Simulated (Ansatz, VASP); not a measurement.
**Two plane-wave programs on La2SnO**

```
CELL_PARAMETERS angstrom
5.07163 0.00000 0.00000
-2.53581 4.39216 0.00000
0.00000 0.00000 4.49269
ATOMIC_POSITIONS crystal
La 0.33333 0.66667 0.50000
La 0.66667 0.33333 0.50000
Sn 0.00000 0.00000 0.00000
O 0.00000 0.00000 0.50000
```

Alike in both runs: functional PBE; k mesh 12 × 12 × 10; occupations gaussian, width 0.1 eV; no spin polarisation.

Ansatz relaxed the structure, and its values are those at the end. VASP's run is a single point on that final structure, the one shown.

|  | VASP | Ansatz |
| --- | --- | --- |
| version | VASP 6.6.1 | Ansatz 0.2.0 |
| potentials or method | VASP PAW PBE potentials, release 64 (La, Sn_d, O), cutoff 520 eV | scalar-relativistic, plane waves, PAW |
| valence electrons in the cell | 42 | 42 |

Ansatz gave:

- gap on the k mesh at the Fermi level (eV): none
- pressure (GPa): 0.0

Task: What did VASP give for the same quantities?

Result: gap on the k mesh at the Fermi level (eV): none; pressure (GPa): -0.1.

A gap of «none» marks a metal or a gap that the smearing closes.

Spin-orbit coupling is off throughout.
